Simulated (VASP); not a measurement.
# Pb2O (Pn-3m) in VASP: single point with r2SCAN

Aim: the single point of Pb2O with r2SCAN.

Everything below comes from runs of VASP 6.6.1. Logs are shortened: lines on timing, memory, paths and dates and some standing lists are left out, and cuts for length are marked.

### Step 1. The cell of the first run

Symmetry: Pn-3m, No. 224, cubic system. The conventional cell has a = 5.518 Å, b = 5.518 Å, c = 5.518 Å, α = 90.00°, β = 90.00°, γ = 90.00°. Pb (site symmetry -3m) has 2 O at 2.39 Å within 3.2 Å. O (site symmetry -43m) has 4 Pb at 2.39 Å within 3.2 Å.

### Step 2. Single point, r2SCAN (28.01 Å³/atom)

File POSCAR:

```
Pb2O
1.0
    5.5182952036      0.0000000000      0.0000000000
    0.0000000000      5.5182952036      0.0000000000
    0.0000000000      0.0000000000      5.5182952036
Pb O
4 2
Direct
    0.2500000000      0.2500000000      0.2500000000
    0.7500000000      0.7500000000      0.2500000000
    0.2500000000      0.7500000000      0.7500000000
    0.7500000000      0.2500000000      0.7500000000
    0.0000000000      0.0000000000      0.0000000000
    0.5000000000      0.5000000000      0.5000000000
```

File INCAR.step1:

```
  PREC = Accurate
  ENCUT = 520
  ISMEAR = 0
  SIGMA = 0.1
  LREAL = F
  LASPH = T
  NELM = 60
  NBANDS = 43
  GGA = PE
  ALGO = Normal
  EDIFF = 1E-4
  LWAVE = T
  LCHARG = F
```

File INCAR.step2:

```
  PREC = Accurate
  ENCUT = 520
  EDIFF = 1E-7
  ISMEAR = 0
  SIGMA = 0.1
  LREAL = F
  LASPH = T
  NELM = 60
  ALGO = Normal
  ISIF = 2
  LWAVE = F
  LCHARG = F
  METAGGA = R2SCAN
  LMIXTAU = T
  NBANDS = 43
  ISTART = 1
```

File KPOINTS:

```
Automatic mesh
0
Gamma
  8 8 8
```

Potentials or basis: VASP PAW PBE potentials, release 64 (Pb_d, O).

Launch:

```sh
$ cat potpaw_PBE.64/Pb_d/POTCAR potpaw_PBE.64/O/POTCAR > POTCAR
$ cp INCAR.step1 INCAR
$ mpirun -np 1 vasp_std > vasp.out
$ cp INCAR.step2 INCAR
$ mpirun -np 1 vasp_std > vasp.out
```

OUTCAR:

```text
PREC = Accurate
   ENCUT = 520
   EDIFF = 1E-7
   ISMEAR = 0
   LREAL = F
   LASPH = T
   NELM = 60
   ISIF = 2
   METAGGA = R2SCAN
   ISTART = 1

 ion  position               nearest neighbor table
   1  0.250  0.250  0.250-   5 2.39   6 2.39   4 3.90   2 3.90   3 3.90   3 3.90   4 3.90   2 3.90
                             3 3.90   3 3.90   2 3.90   4 3.90   4 3.90   2 3.90
   2  0.750  0.750  0.250-   5 2.39   6 2.39   4 3.90   1 3.90   3 3.90   3 3.90   4 3.90   1 3.90
                             4 3.90   4 3.90   1 3.90   3 3.90   3 3.90   1 3.90
   3  0.250  0.750  0.750-   5 2.39   6 2.39   4 3.90   1 3.90   2 3.90   1 3.90   2 3.90   1 3.90
                             4 3.90   1 3.90   2 3.90   4 3.90   2 3.90   4 3.90
   4  0.750  0.250  0.750-   5 2.39   6 2.39   3 3.90   1 3.90   2 3.90   1 3.90   2 3.90   2 3.90
                             3 3.90   2 3.90   1 3.90   3 3.90   1 3.90   3 3.90
   5  0.000  0.000  0.000-   1 2.39   2 2.39   3 2.39   4 2.39
   6  0.500  0.500  0.500-   1 2.39   2 2.39   3 2.39   4 2.39

  LATTYP: Found a simple cubic cell.
 ALAT       =     5.5182952036

  Lattice vectors:

 A1 = (   5.5182952036,   0.0000000000,   0.0000000000)
 A2 = (   0.0000000000,   5.5182952036,   0.0000000000)
 A3 = (   0.0000000000,   0.0000000000,   5.5182952036)

Analysis of symmetry for initial positions (statically):
=====================================================================
 Subroutine PRICEL returns:
 Original cell was already a primitive cell.

 Routine SETGRP: Setting up the symmetry group for a
 simple cubic supercell.

 Subroutine GETGRP returns: Found 48 space group operations
 (whereof 24 operations were pure point group operations)
 out of a pool of 48 trial point group operations.

The static configuration has the point symmetry T_d .
 The point group associated with its full space group is O_h .

Analysis of symmetry for dynamics (positions and initial velocities):
=====================================================================
 Subroutine PRICEL returns:
 Original cell was already a primitive cell.

 Routine SETGRP: Setting up the symmetry group for a
 simple cubic supercell.

 Subroutine GETGRP returns: Found 48 space group operations
 (whereof 24 operations were pure point group operations)
 out of a pool of 48 trial point group operations.

The dynamic configuration has the point symmetry T_d .
 The point group associated with its full space group is O_h .

 Subroutine INISYM returns: Found 48 space group operations
 (whereof 24 operations are pure point group operations),
 and found     1 'primitive' translations

----------------------------------------------------------------------------------------

                                     Primitive cell

  volume of cell :     168.0408

  direct lattice vectors                    reciprocal lattice vectors
     5.518295204  0.000000000  0.000000000     0.181215387  0.000000000  0.000000000
     0.000000000  5.518295204  0.000000000     0.000000000  0.181215387  0.000000000
     0.000000000  0.000000000  5.518295204     0.000000000  0.000000000  0.181215387

  length of vectors
     5.518295204  5.518295204  5.518295204     0.181215387  0.181215387  0.181215387

  position of ions in fractional coordinates (direct lattice)
     0.250000000  0.250000000  0.250000000
     0.750000000  0.750000000  0.250000000
     0.250000000  0.750000000  0.750000000
     0.750000000  0.250000000  0.750000000
     0.000000000  0.000000000  0.000000000
     0.500000000  0.500000000  0.500000000

  ion indices of the primitive-cell ions
   primitive index   ion index
                 1           1
                 2           2
                 3           3
                 4           4
                 5           5
                 6           6

----------------------------------------------------------------------------------------

 KPOINTS: Automatic mesh

Automatic generation of k-mesh.
 Grid dimensions read from file:
 generate k-points for:    8    8    8

 Generating k-lattice:

  Cartesian coordinates                     Fractional coordinates (reciprocal lattice)
     0.022651923  0.000000000  0.000000000     0.125000000  0.000000000  0.000000000
     0.000000000  0.022651923  0.000000000     0.000000000  0.125000000  0.000000000
     0.000000000  0.000000000  0.022651923     0.000000000  0.000000000  0.125000000

  Length of vectors
     0.022651923  0.022651923  0.022651923

  Shift w.r.t. Gamma in fractional coordinates (k-lattice)
     0.000000000  0.000000000  0.000000000

 Subroutine IBZKPT returns following result:
 ===========================================

 Found     35 irreducible k-points:

 Following reciprocal coordinates:
            Coordinates               Weight
  0.000000  0.000000  0.000000      1.000000
  0.125000  0.000000  0.000000      6.000000
  0.250000  0.000000  0.000000      6.000000
  0.375000  0.000000  0.000000      6.000000
  0.500000  0.000000  0.000000      3.000000
  0.125000  0.125000  0.000000     12.000000
[... 16 lines left out ...]
  0.375000  0.375000  0.125000     24.000000
  0.500000  0.375000  0.125000     24.000000
 [... further k-points ...]
   k-points           NKPTS =     35   k-points in BZ     NKDIM =     35   number of bands    NBANDS=     43
   number of dos      NEDOS =    301   number of ions     NIONS =      6
   total plane-waves  NPLWV =  74088
   dimension x,y,z NGX =    42 NGY =   42 NGZ =   42
   dimension x,y,z NGXF=    84 NGYF=   84 NGZF=   84
   ions per type =               4   2
   NGX,Y,Z   is equivalent  to a cutoff of  12.65, 12.65, 12.65 a.u.
   NGXF,Y,Z  is equivalent  to a cutoff of  25.31, 25.31, 25.31 a.u.
 SYSTEM =  unknown system
   PREC   = accura    normal or accurate (medium, high low for compatibility)
   ISTART =      1    job   : 0-new  1-cont  2-samecut
   ICHARG =      0    charge: 1-file 2-atom 10-const
   ISPIN  =      1    spin polarized calculation?
   LNONCOLLINEAR =      F non collinear calculations
   LSORBIT =      F    spin-orbit coupling
   LASPH  =      T    aspherical Exc in radial PAW
   ENCUT  =  520.0 eV  38.22 Ry    6.18 a.u.  10.26 10.26 10.26*2*pi/ulx,y,z
   NELM   =     60;   NELMIN=  2; NELMDL=  0     # of ELM steps
   EDIFF  = 0.1E-06   stopping-criterion for ELM
   LREAL  =      F    real-space projection
   EDIFFG = 0.1E-05   stopping-criterion for IOM
   NSW    =      0    number of steps for IOM
   IBRION =     -1    ionic relax: 0-MD 1-quasi-New 2-CG
   NFREE  =      0    steps in history (QN), initial steepest desc. (CG)
   ISIF   =      2    stress and relaxation
   ISYM   =      2    0-nonsym 1-usesym 2-fastsym
   POTIM  = 0.5000    time-step for ionic-motion
   TEBEG  =    0.0;   TEEND  =   0.0 temperature during run
   PSTRESS=    0.0 pullay stress
   NELECT =      68.0000    total number of electrons
   NUPDOWN=      -1.0000    fix difference up-down
   EMIN   =  10.00;   EMAX   =-10.00  energy-range for DOS
   EFERMI =   0.00;   METHOD = LEGACY
   ISMEAR =     0;   SIGMA  =   0.10  broadening in eV -4-tet -1-fermi 0-gaus
   EFERMI_NEDOS =   21; number of points for ismear=-14 and -15
   IALGO  =     38    algorithm
   IMIX   =      4    mixing-type and parameters
     AMIX     =   0.40;   BMIX     =  1.00
     AMIX_MAG =   1.60;   BMIX_MAG =  1.00
  volume/ion in A,a.u.               =      28.01       189.00
  Fermi-wavevector in a.u.,A,eV,Ry     =   1.210894  2.288258 19.949744  1.466265
  Thomas-Fermi vector in A             =   2.346427
   LORBIT       =      0    0 simple, 1 ext, 2 COOP (PROOUT), +10 PAW based schemes
   METAGGA = R2SCAN    functional components
   LHFCALC =     F    Hartree Fock is set to
   AEXX    =    0.0000 exact exchange contribution
   IVDW    =     0    specifies the selected vdW correction
   LEPSILON=     F    determine dielectric tensor
   LRPA    =     F    only Hartree local field effects (RPA)
 non-spin polarized calculation
 Gauss-broadening in eV      SIGMA  =   0.10
  energy-cutoff  :      520.00
  volume of cell :      168.04
 maximum number of plane-waves:      4632
 NGX is ok and might be reduce to    42
   NGX = 21   NGY = 21   NGZ = 21

 number of electron      67.9999978 magnetization

 Free energy of the ion-electron system (eV)
  ---------------------------------------------------
  ext. energy  EPLUGINS =         0.00000000
  ---------------------------------------------------
  free energy    TOTEN  =      -239.61665108 eV

  energy without entropy =     -239.60869310  energy(sigma->0) =     -239.61267209

 E-fermi :   4.2013     XC(G=0):  -9.7378

 val. band max:        4.1641892152   @ k =   0.5000   0.2500   0.1250
 cond. band min:       4.2320674167   @ k =   0.3750   0.3750   0.0000
 fundamental gap:      0.0678782015
 Fermi energy:         4.2013380410

 k-point     1 :       0.0000    0.0000    0.0000
  band No.  band energies     occupation
      1     -14.9050      2.00000
      2     -13.9438      2.00000
      3     -12.9499      2.00000
      4     -12.9499      2.00000
      5     -12.9050      2.00000
      6     -12.9050      2.00000
[... 35 lines left out ...]
     42      10.1721      0.00000
     43      10.1721      0.00000

 k-point     2 :       0.1250    0.0000    0.0000
  band No.  band energies     occupation
      1     -14.8801      2.00000
      2     -14.0083      2.00000
      3     -12.9470      2.00000
      4     -12.9439      2.00000
      5     -12.9039      2.00000
      6     -12.9014      2.00000
[... 35 lines left out ...]
     42      10.3827      0.00000
     43      10.5239      0.00000

 k-point     3 :       0.2500    0.0000    0.0000
  band No.  band energies     occupation
      1     -14.8069      2.00000
      2     -14.1642      2.00000
      3     -12.9390      2.00000
      4     -12.9269      2.00000
      5     -12.9040      2.00000
      6     -12.8916      2.00000
[... 919 lines left out ...]
      6     -12.8846      2.00000
[... 35 lines left out ...]
     42       9.8212      0.00000
     43      11.2444      0.00000

 k-point    24 :       0.5000    0.3750    0.1250
  band No.  band energies     occupation
      1     -14.6757      2.00000
      2     -14.3689      2.00000
      3     -12.9036      2.00000
      4     -12.9007      2.00000
      5     -12.8878      2.00000
      6     -12.8860      2.00000
[... 35 lines left out ...]
     42       9.8214      0.00000
     43      11.3844      0.00000

 [... further k-points ...]

------------------------ aborting loop because EDIFF is reached ----------------------------------------

  FORCE on cell =-STRESS in cart. coord.  units (eV):
  Direction    XX          YY          ZZ          XY          YZ          ZX
  --------------------------------------------------------------------------------------
  -------------------------------------------------------------------------------------
  Total       -2.8072150     -2.8072150     -2.8072150      0.0000000      0.0000000      0.0000000
  in kB      -26.7652598    -26.7652598    -26.7652598      0.0000000      0.0000000      0.0000000
  external PRESSURE =     -26.7652598 kB  Pullay stress =       0.0000000 kB

 VOLUME and BASIS-vectors are now :
 -----------------------------------------------------------------------------
  energy-cutoff  :      520.00
  volume of cell :      168.04
      direct lattice vectors                 reciprocal lattice vectors
     5.518295204  0.000000000  0.000000000     0.181215387  0.000000000  0.000000000
     0.000000000  5.518295204  0.000000000     0.000000000  0.181215387  0.000000000
     0.000000000  0.000000000  5.518295204     0.000000000  0.000000000  0.181215387

 POSITION                                       TOTAL-FORCE (eV/Angst)
 -----------------------------------------------------------------------------------
      1.37957      1.37957      1.37957        -0.000000      0.000000     -0.000000
      4.13872      4.13872      1.37957         0.000000      0.000000      0.000000
      1.37957      4.13872      4.13872         0.000000     -0.000000     -0.000000
      4.13872      1.37957      4.13872        -0.000000     -0.000000      0.000000
      0.00000      0.00000      0.00000        -0.000000     -0.000000     -0.000000
      2.75915      2.75915      2.75915        -0.000000     -0.000000     -0.000000
 -----------------------------------------------------------------------------------
    total drift:                                0.000000      0.000000     -0.000000

  FREE ENERGIE OF THE ION-ELECTRON SYSTEM (eV)
  ---------------------------------------------------
  free  energy   TOTEN  =      -239.6166510797 eV

  energy  without entropy=     -239.6086931042  energy(sigma->0) =     -239.61267209
```

It took 10 min on 1 thread of Intel Xeon Platinum 8488C (Sapphire Rapids), shared host; peak memory 0.41 GiB.

What came out:

| Item | Value |
| --- | --- |
| Free energy | -239.6167 eV |
| Pressure | -2.7 GPa |
| Band gap on the k mesh | zero (bands 34 and 35 overlap by 0.86 eV) |

Caveat: the PAW data sets were made with another functional, which shifts forces and pressure a little; spin-orbit coupling is left out, which moves the levels of the heavy elements.
